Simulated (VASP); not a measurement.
# Na (Im-3m) in VASP: further runs

Runs on Na. Level: PBE. Tasks: single point.

All numbers are computed with VASP 6.6.1; they aren't measurements. Logs are shortened: lines on timing, memory, paths and dates and some standing lists are left out, and cuts for length are marked.

**1. The cell of the first run**

The structure is cubic, space group Im-3m (No. 229). Conventional cell: a = 4.192 Å, b = 4.192 Å, c = 4.192 Å, α = 90.00°, β = 90.00°, γ = 90.00°. Na (site symmetry m-3m) has 14 Na at 3.63 to 4.19 Å within 4.8 Å.

**2. Single point, PBE (36.84 Å³/atom)**

Input file INCAR:

```
SYSTEM = Na
ALGO     = Normal         ! electronic algorithm
EDIFF    = 1E-6           ! SCF threshold, eV
ENCUT    = 500            ! plane-wave cutoff, eV
GGA      = PE             ! functional
GGA_COMPAT= .False.      
ISIF     = 2              ! what is computed and relaxed
ISMEAR   = -1             ! smearing method
LASPH    = .True.         ! aspherical terms in the spheres
LCHARG   = .True.         ! write CHGCAR
LELF     = .True.         ! ELF
LREAL    = .False.        ! projectors in reciprocal space
LVHAR    = .True.       
LWAVE    = .False.        ! write WAVECAR
NBANDS   = 10             ! bands
NELM     = 120            ! most SCF steps
PREC     = Accurate       ! precision mode
SIGMA    = 0.05           ! smearing width, eV
```

Input file KPOINTS:

```
k-points
0
Gamma
  12 12 12
  0 0 0
```

Input file POSCAR:

```
Na
1.0
   -2.0961096487      2.0961096487      2.0961096487
    2.0961096487     -2.0961096487      2.0961096487
    2.0961096487      2.0961096487     -2.0961096487
Na
1
Direct
    0.0000000000      0.0000000000      0.0000000000
```

Potentials or basis: VASP PAW PBE potentials, release 64 (Na_pv).

Launch:

```sh
cat potpaw_PBE.64/Na_pv/POTCAR > POTCAR
mpirun -np 1 vasp_std > vasp.out
```

OUTCAR:

```text
SYSTEM = Na
   EDIFF = 1E-6
   ENCUT = 500
   GGA = PE
   ISIF = 2
   ISMEAR = -1
   LASPH = .True.
   LREAL = .False.
   NELM = 120
   PREC = Accurate

 ion  position               nearest neighbor table
   1  0.000  0.000  0.000-

  LATTYP: Found a body centered cubic cell.
 ALAT       =     4.1922192974

  Lattice vectors:

 A1 = (  -2.0961096487,   2.0961096487,   2.0961096487)
 A2 = (   2.0961096487,  -2.0961096487,   2.0961096487)
 A3 = (   2.0961096487,   2.0961096487,  -2.0961096487)

Analysis of symmetry for initial positions (statically):
=====================================================================
 Subroutine PRICEL returns:
 Original cell was already a primitive cell.

 Routine SETGRP: Setting up the symmetry group for a
 body centered cubic supercell.

 Subroutine GETGRP returns: Found 48 space group operations
 (whereof 48 operations were pure point group operations)
 out of a pool of 48 trial point group operations.

The static configuration has the point symmetry O_h .

Analysis of symmetry for dynamics (positions and initial velocities):
=====================================================================
 Subroutine PRICEL returns:
 Original cell was already a primitive cell.

 Routine SETGRP: Setting up the symmetry group for a
 body centered cubic supercell.

 Subroutine GETGRP returns: Found 48 space group operations
 (whereof 48 operations were pure point group operations)
 out of a pool of 48 trial point group operations.

The dynamic configuration has the point symmetry O_h .

 Subroutine INISYM returns: Found 48 space group operations
 (whereof 48 operations are pure point group operations),
 and found     1 'primitive' translations

----------------------------------------------------------------------------------------

                                     Primitive cell

  volume of cell :      36.8385

  direct lattice vectors                    reciprocal lattice vectors
    -2.096109649  2.096109649  2.096109649     0.000000000  0.238537140  0.238537140
     2.096109649 -2.096109649  2.096109649     0.238537140  0.000000000  0.238537140
     2.096109649  2.096109649 -2.096109649     0.238537140  0.238537140  0.000000000

  length of vectors
     3.630568410  3.630568410  3.630568410     0.337342458  0.337342458  0.337342458

  position of ions in fractional coordinates (direct lattice)
     0.000000000  0.000000000  0.000000000

  ion indices of the primitive-cell ions
   primitive index   ion index
                 1           1

----------------------------------------------------------------------------------------

 KPOINTS: k-points

Automatic generation of k-mesh.
 Grid dimensions read from file:
 generate k-points for:   12   12   12

 Generating k-lattice:

  Cartesian coordinates                     Fractional coordinates (reciprocal lattice)
     0.000000000  0.019878095  0.019878095     0.083333333  0.000000000  0.000000000
     0.019878095  0.000000000  0.019878095     0.000000000  0.083333333  0.000000000
     0.019878095  0.019878095  0.000000000     0.000000000  0.000000000  0.083333333

  Length of vectors
     0.028111872  0.028111872  0.028111872

  Shift w.r.t. Gamma in fractional coordinates (k-lattice)
     0.000000000  0.000000000  0.000000000

 Subroutine IBZKPT returns following result:
 ===========================================

 Found     72 irreducible k-points:

 Following reciprocal coordinates:
            Coordinates               Weight
  0.000000  0.000000  0.000000      1.000000
  0.083333  0.000000  0.000000     12.000000
  0.166667  0.000000  0.000000     12.000000
  0.250000  0.000000  0.000000     12.000000
  0.333333  0.000000  0.000000     12.000000
  0.416667  0.000000  0.000000     12.000000
[... 16 lines left out ...]
  0.333333  0.083333  0.083333     24.000000
  0.416667  0.083333  0.083333     12.000000
 [... further k-points ...]
   k-points           NKPTS =     72   k-points in BZ     NKDIM =     72   number of bands    NBANDS=     10
   number of dos      NEDOS =    301   number of ions     NIONS =      1
   total plane-waves  NPLWV =  21952
   dimension x,y,z NGX =    28 NGY =   28 NGZ =   28
   dimension x,y,z NGXF=    56 NGYF=   56 NGZF=   56
   ions per type =               1
   NGX,Y,Z   is equivalent  to a cutoff of  12.82, 12.82, 12.82 a.u.
   NGXF,Y,Z  is equivalent  to a cutoff of  25.64, 25.64, 25.64 a.u.
 SYSTEM =  Na
   PREC   = accura    normal or accurate (medium, high low for compatibility)
   ISTART =      0    job   : 0-new  1-cont  2-samecut
   ICHARG =      2    charge: 1-file 2-atom 10-const
   ISPIN  =      1    spin polarized calculation?
   LNONCOLLINEAR =      F non collinear calculations
   LSORBIT =      F    spin-orbit coupling
   LASPH  =      T    aspherical Exc in radial PAW
   ENCUT  =  500.0 eV  36.75 Ry    6.06 a.u.   6.62  6.62  6.62*2*pi/ulx,y,z
   NELM   =    120;   NELMIN=  2; NELMDL= -5     # of ELM steps
   EDIFF  = 0.1E-05   stopping-criterion for ELM
   LREAL  =      F    real-space projection
   EDIFFG = 0.1E-04   stopping-criterion for IOM
   NSW    =      0    number of steps for IOM
   IBRION =     -1    ionic relax: 0-MD 1-quasi-New 2-CG
   NFREE  =      0    steps in history (QN), initial steepest desc. (CG)
   ISIF   =      2    stress and relaxation
   ISYM   =      2    0-nonsym 1-usesym 2-fastsym
   POTIM  = 0.5000    time-step for ionic-motion
   TEBEG  =    0.0;   TEEND  =   0.0 temperature during run
   PSTRESS=    0.0 pullay stress
   NELECT =       7.0000    total number of electrons
   NUPDOWN=      -1.0000    fix difference up-down
   EMIN   =  10.00;   EMAX   =-10.00  energy-range for DOS
   EFERMI =   0.00;   METHOD = LEGACY
   ISMEAR =    -1;   SIGMA  =   0.05  broadening in eV -4-tet -1-fermi 0-gaus
   EFERMI_NEDOS =   21; number of points for ismear=-14 and -15
   IALGO  =     38    algorithm
   IMIX   =      4    mixing-type and parameters
     AMIX     =   0.40;   BMIX     =  1.00
     AMIX_MAG =   1.60;   BMIX_MAG =  1.00
  volume/ion in A,a.u.               =      36.84       248.60
  Fermi-wavevector in a.u.,A,eV,Ry     =   0.941182  1.778576 12.052356  0.885823
  Thomas-Fermi vector in A             =   2.068667
   LORBIT       =      0    0 simple, 1 ext, 2 COOP (PROOUT), +10 PAW based schemes
   GGA     = PE    functional components
   LHFCALC =     F    Hartree Fock is set to
   AEXX    =    0.0000 exact exchange contribution
   IVDW    =     0    specifies the selected vdW correction
   LEPSILON=     F    determine dielectric tensor
   LRPA    =     F    only Hartree local field effects (RPA)
 non-spin polarized calculation
  energy-cutoff  :      500.00
  volume of cell :       36.84
 maximum number of plane-waves:       959
   NGX = 13   NGY = 13   NGZ = 13

 number of electron       7.0000003 magnetization

 Free energy of the ion-electron system (eV)
  ---------------------------------------------------
  ext. energy  EPLUGINS =         0.00000000
  ---------------------------------------------------
  free energy    TOTEN  =        -1.31114923 eV

  energy without entropy =       -1.30580453  energy(sigma->0) =       -1.30847688

 E-fermi :   0.3118     XC(G=0):  -6.5188

 val. band max:        0.2752289859   @ k =  -0.3333   0.4167   0.1667
 cond. band min:       0.3875205164   @ k =   0.3333   0.1667   0.0000
 fundamental gap:      0.1122915306
 Fermi energy:         0.3117669168

 k-point     1 :       0.0000    0.0000    0.0000
  band No.  band energies     occupation
      1     -24.5496      2.00000
      2     -24.5496      2.00000
      3     -24.5496      2.00000
      4      -2.9444      2.00000
      5      12.1201      0.00000
      6      12.1201      0.00000
      7      12.1201      0.00000
      8      13.1245      0.00000
      9      13.1245      0.00000
     10      13.6837      0.00000

 k-point     2 :       0.0833    0.0000    0.0000
  band No.  band energies     occupation
      1     -24.5520      2.00000
      2     -24.5504      2.00000
      3     -24.5496      2.00000
      4      -2.8215      2.00000
      5      10.6159      0.00000
      6      11.3956      0.00000
      7      11.6726      0.00000
      8      12.2490      0.00000
      9      12.5605      0.00000
     10      14.0214      0.00000

 k-point     3 :       0.1667    0.0000    0.0000
  band No.  band energies     occupation
      1     -24.5587      2.00000
      2     -24.5527      2.00000
      3     -24.5496      2.00000
      4      -2.4544      2.00000
      5       8.4339      0.00000
      6      10.4215      0.00000
      7      10.9607      0.00000
      8      11.3167      0.00000
      9      12.1761      0.00000
     10      14.1911      0.00000

 k-point     4 :       0.2500    0.0000    0.0000
  band No.  band energies     occupation
      1     -24.5678      2.00000
      2     -24.5557      2.00000
      3     -24.5495      2.00000
      4      -1.8485      2.00000
      5       6.3844      0.00000
      6       9.6234      0.00000
      7      10.3510      0.00000
      8      10.5842      0.00000
      9      11.6537      0.00000
     10      14.7228      0.00000
[... 222 lines left out ...]
 k-point    22 :       0.2500    0.0833    0.0833
  band No.  band energies     occupation
      1     -24.5773      2.00000
      2     -24.5587      2.00000
      3     -24.5517      2.00000
      4      -0.7756      2.00000
      5       4.7058      0.00000
      6       7.0369      0.00000
      7       8.1538      0.00000
      8      12.5212      0.00000
      9      13.1940      0.00000
     10      15.5701      0.00000

 k-point    23 :       0.3333    0.0833    0.0833
  band No.  band energies     occupation
      1     -24.5818      2.00000
      2     -24.5620      2.00000
      3     -24.5518      2.00000
      4       0.2724      1.37484
      5       3.0571      0.00000
      6       6.7015      0.00000
      7       7.8158      0.00000
      8      12.2033      0.00000
      9      12.9754      0.00000
     10      16.3001      0.00000

 k-point    24 :       0.4167    0.0833    0.0833
  band No.  band energies     occupation
      1     -24.5833      2.00000
      2     -24.5632      2.00000
      3     -24.5518      2.00000
      4       1.3233      0.00000
      5       1.8048      0.00000
      6       6.5897      0.00000
      7       7.7032      0.00000
      8      12.0962      0.00000
      9      12.8942      0.00000
     10      16.7699      0.00000

 [... further k-points ...]

------------------------ aborting loop because EDIFF is reached ----------------------------------------

  FORCE on cell =-STRESS in cart. coord.  units (eV):
  Direction    XX          YY          ZZ          XY          YZ          ZX
  --------------------------------------------------------------------------------------
  -------------------------------------------------------------------------------------
  Total       -0.0018267     -0.0018267     -0.0018267     -0.0000000      0.0000000      0.0000000
  in kB       -0.0794475     -0.0794475     -0.0794475     -0.0000000      0.0000000      0.0000000
  external PRESSURE =      -0.0794475 kB  Pullay stress =       0.0000000 kB

 VOLUME and BASIS-vectors are now :
 -----------------------------------------------------------------------------
  energy-cutoff  :      500.00
  volume of cell :       36.84
      direct lattice vectors                 reciprocal lattice vectors
    -2.096109649  2.096109649  2.096109649     0.000000000  0.238537140  0.238537140
     2.096109649 -2.096109649  2.096109649     0.238537140  0.000000000  0.238537140
     2.096109649  2.096109649 -2.096109649     0.238537140  0.238537140  0.000000000

 POSITION                                       TOTAL-FORCE (eV/Angst)
 -----------------------------------------------------------------------------------
      0.00000      0.00000      0.00000         0.000000      0.000000     -0.000000
 -----------------------------------------------------------------------------------
    total drift:                                0.000000     -0.000000      0.000000

  FREE ENERGIE OF THE ION-ELECTRON SYSTEM (eV)
  ---------------------------------------------------
  free  energy   TOTEN  =        -1.3111492346 eV

  energy  without entropy=       -1.3058045286  energy(sigma->0) =       -1.30847688
```

Run time: 13 s. Hardware: 1 thread of AMD EPYC 7R13 (Zen 3), shared host; peak memory 0.12 GiB.

What came out:

```
Free energy            : -1.3111 eV
Pressure               : 0.0 GPa
Band gap on the k mesh : zero (an odd number of electrons rules out a gap without spin polarisation)
```

**3. Single point, PBE (35.70 Å³/atom)**

This run uses another cell than the first one, of 35.70 Å³/atom.

Input file INCAR:

```
SYSTEM = Na
PREC = Accurate
ENCUT = 520
EDIFF = 1E-7
ISMEAR = -1
SIGMA = 0.05
LREAL = .FALSE.
LASPH = .TRUE.
NELM = 80
ALGO = Normal
ISIF = 2
LWAVE = .FALSE.
LCHARG = .FALSE.
GGA = PE
NBANDS = 10
```

Input file KPOINTS:

```
Automatic mesh
0
G
  12 12 12
  0 0 0
```

Input file POSCAR:

```
Na
1.0
   -2.0742735852      2.0742735852      2.0742735852
    2.0742735852     -2.0742735852      2.0742735852
    2.0742735852      2.0742735852     -2.0742735852
Na
1
Direct
    0.0000000000      0.0000000000      0.0000000000
```

Potentials or basis: VASP PAW PBE potentials, release 64 (Na_pv).

Launch:

```sh
cat potpaw_PBE.64/Na_pv/POTCAR > POTCAR
mpirun -np 1 vasp_std > vasp.out
```

Wall time 17 s (1 thread of AMD EPYC 7R43 (Zen 3), shared host); peak memory 0.13 GiB.

It converged, with:

```
Free energy            : -1.3100 eV
Pressure               : 0.3 GPa
Band gap on the k mesh : zero (an odd number of electrons rules out a gap without spin polarisation)
```

Levels at points of the mesh, in eV from the Fermi level:
```csv
k point,band 1,band 2,band 3,band 4,band 5,band 6,band 7,band 8
"(0.00, 0.00, 0.00)",-24.84,-24.84,-24.84,-3.32,12.02,12.02,12.02,13.04
"(0.50, 0.00, 0.00)",-24.88,-24.85,-24.84,0.80,1.30,8.40,9.45,9.52
"(0.50, 0.50, 0.50)",-24.87,-24.87,-24.87,4.62,4.62,5.06,5.06,5.06
```

**4. Single point, PBE (36.46 Å³/atom)**

This run uses another cell than the first one, of 36.46 Å³/atom.

Input file INCAR:

```
SYSTEM = Na
  PREC = Accurate
  ENCUT = 520
  EDIFF = 1E-6
  ISMEAR = -1
  SIGMA = 0.05
  LREAL = .FALSE.
  LASPH = .TRUE.
  NELM = 60
  ALGO = Normal
  ISIF = 2
  LWAVE = .FALSE.
  LCHARG = .FALSE.
  GGA = PE
  NBANDS = 10
```

Input file KPOINTS:

```
regular mesh
0
G
  12 12 12
  0 0 0
```

Input file POSCAR:

```
Na
1.0
   -2.0888816270      2.0888816270      2.0888816270
    2.0888816270     -2.0888816270      2.0888816270
    2.0888816270      2.0888816270     -2.0888816270
Na
1
Direct
    0.0000000000      0.0000000000      0.0000000000
```

Launch:

```sh
cat potpaw_PBE.64/Na_pv/POTCAR > POTCAR
mpirun -np 1 vasp_std > vasp.out
```

It took 18 s on 1 thread of AMD EPYC 7R43 (Zen 3), shared host; peak memory 0.12 GiB.

It converged, with:

- Free energy: -1.3110 eV
- Pressure: 0.1 GPa
- Band gap on the k mesh: zero (an odd number of electrons rules out a gap without spin polarisation)

Levels at points of the mesh, in eV from the Fermi level:
| k point | band 1 | band 2 | band 3 | band 4 | band 5 | band 6 | band 7 |
| --- | --- | --- | --- | --- | --- | --- | --- |
| (0.00, 0.00, 0.00) | -24.85 | -24.85 | -24.85 | -3.28 | 11.88 | 11.88 | 11.88 |
| (0.50, 0.00, 0.00) | -24.89 | -24.87 | -24.85 | 0.80 | 1.27 | 8.31 | 9.31 |
| (0.50, 0.50, 0.50) | -24.88 | -24.88 | -24.88 | 4.58 | 4.58 | 4.99 | 4.99 |

**5. Single point, PBE (37.22 Å³/atom)**

This run uses another cell than the first one, of 37.22 Å³/atom.

Input file INCAR:

```
PREC = Accurate
ENCUT = 520
EDIFF = 1E-6
ISMEAR = -1
SIGMA = 0.05
LREAL = False
LASPH = True
NELM = 100
ALGO = Normal
ISIF = 2
LWAVE = False
LCHARG = False
GGA = PE
NBANDS = 10
```

Input file KPOINTS:

```
Automatic mesh
0
Gamma
  12 12 12
```

Input file POSCAR:

```
Na
1.0
   -2.1032881624      2.1032881624      2.1032881624
    2.1032881624     -2.1032881624      2.1032881624
    2.1032881624      2.1032881624     -2.1032881624
Na
1
Direct
    0.0000000000      0.0000000000      0.0000000000
```

Launch:

```sh
cat potpaw_PBE.64/Na_pv/POTCAR > POTCAR
mpirun -np 1 vasp_std > vasp.out
```

Wall time 18 s (1 thread of AMD EPYC 7R43 (Zen 3), shared host); peak memory 0.12 GiB.

The run converged. Its results:

| Property | Result |
| --- | --- |
| Free energy | -1.3112 eV |
| Pressure | -0.1 GPa |
| Band gap on the k mesh | zero (an odd number of electrons rules out a gap without spin polarisation) |

Levels at points of the mesh, in eV from the Fermi level:
```csv
k point,band 1,band 2,band 3,band 4,band 5,band 6,band 7
"(0.00, 0.00, 0.00)",-24.87,-24.87,-24.87,-3.23,11.74,11.74,11.74
"(0.50, 0.00, 0.00)",-24.90,-24.88,-24.87,0.79,1.25,8.22,9.16
"(0.50, 0.50, 0.50)",-24.90,-24.90,-24.90,4.55,4.55,4.92,4.92
```

**6. Single point, PBE (37.60 Å³/atom)**

This run uses another cell than the first one, of 37.60 Å³/atom.

Input file INCAR:

```
ALGO     = Normal         # electronic algorithm
EDIFF    = 1E-6           # SCF threshold, eV
ENCUT    = 520            # plane-wave cutoff, eV
GGA      = PE             # functional
ISIF     = 2              # what is computed and relaxed
ISMEAR   = -1             # smearing method
LASPH    = True           # aspherical terms in the spheres
LCHARG   = True           # write CHGCAR
LELF     = True           # ELF
LREAL    = False          # projectors in reciprocal space
LVHAR    = True         
LWAVE    = False          # write WAVECAR
NBANDS   = 10             # bands
NELM     = 100            # most SCF steps
PREC     = Accurate       # precision mode
SIGMA    = 0.05           # smearing width, eV
```

Input file KPOINTS:

```
k-points
0
Gamma
  12 12 12
```

Input file POSCAR:

```
Na
1.0
   -2.1104180073      2.1104180073      2.1104180073
    2.1104180073     -2.1104180073      2.1104180073
    2.1104180073      2.1104180073     -2.1104180073
Na
1
Direct
    0.0000000000      0.0000000000      0.0000000000
```

Potentials or basis: VASP PAW PBE potentials, release 64 (Na_pv).

Launch:

```sh
cat potpaw_PBE.64/Na_pv/POTCAR > POTCAR
mpirun -np 1 vasp_std > vasp.out
```

Run time: 17 s. Hardware: 1 thread of AMD EPYC 7R43 (Zen 3), shared host; peak memory 0.13 GiB.

Results (log left out):

| Item | Value |
| --- | --- |
| Free energy | -1.3110 eV |
| Pressure | -0.1 GPa |
| Band gap on the k mesh | zero (an odd number of electrons rules out a gap without spin polarisation) |

Levels at points of the mesh, in eV from the Fermi level:
```tsv
k point	band 1	band 2	band 3	band 4	band 5	band 6
(0.00, 0.00, 0.00)	-24.88	-24.88	-24.88	-3.21	11.68	11.68
(0.50, 0.00, 0.00)	-24.91	-24.89	-24.88	0.79	1.24	8.18
(0.50, 0.50, 0.50)	-24.90	-24.90	-24.90	4.53	4.53	4.88
```

**7. Summary**

| cell | cutoff (eV) | gap on the mesh (eV) | pressure (GPa) |
| --- | --- | --- | --- |
| a = 3.631 Å, angles 109.5°, 1 atom | 500 | none | 0.0 |
| a = 3.593 Å, angles 109.5°, 1 atom | 520 | none | 0.3 |
| a = 3.618 Å, angles 109.5°, 1 atom | 520 | none | 0.1 |
| a = 3.643 Å, angles 109.5°, 1 atom | 520 | none | -0.1 |
| a = 3.655 Å, angles 109.5°, 1 atom | 520 | none | -0.1 |

Alike in all rows: task single point; level PBE; potentials or basis VASP PAW PBE potentials, release 64 (Na_pv); no spin polarisation; k mesh 12 × 12 × 12; smearing fermi-dirac 0.05 eV.

Total energies depend on the potentials used, so only differences within one code and one set of settings carry meaning.
